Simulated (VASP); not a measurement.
Here is a VASP 6.6.1 calculation.

Contents of INCAR:

```
PREC = Accurate ; ENCUT = 520
EDIFF = 1E-6 ; ISMEAR = 0
SIGMA = 0.05 ; LREAL = False
LASPH = True ; NELM = 100
ALGO = Fast ; ISIF = 2
LWAVE = False ; LCHARG = False
GGA = PS ; NBANDS = 48
```

File KPOINTS:

```
regular mesh
0
Gamma
  8 8 8
```

The input POSCAR:

```
Lu3Si
1.0
    4.4434318115      0.0000000000      0.0000000000
    0.0000000000      4.4434318115      0.0000000000
    0.0000000000      0.0000000000      4.4434318115
Lu Si
3 1
Direct
    0.0000000000      0.5000000000      0.5000000000
    0.5000000000      0.5000000000      0.0000000000
    0.5000000000      0.0000000000      0.5112525638
    0.0000000000      0.0000000000      0.0000000000
```

Potentials or basis: VASP PAW PBE potentials, release 64 (Lu, Si).

Run with:

```bash
$ cat potpaw_PBE.64/Lu/POTCAR potpaw_PBE.64/Si/POTCAR > POTCAR
$ mpirun -np 1 vasp_std > vasp.out
```

(1) Estimate the band gap on the k mesh.

(2) What does it give for the pressure?

(3) Estimate the largest force.

Answers

(1) zero (an odd number of electrons rules out a gap without spin polarisation).

(2) -1.0 GPa.

(3) 0.285 eV/Å.

Caveat: the cell differs from its parent crystal (atom 3 (Lu) moved 0.05 Å along z); the PAW data sets were made with another functional, which shifts forces and pressure a little; spin-orbit coupling is left out, which moves the levels of the heavy elements.
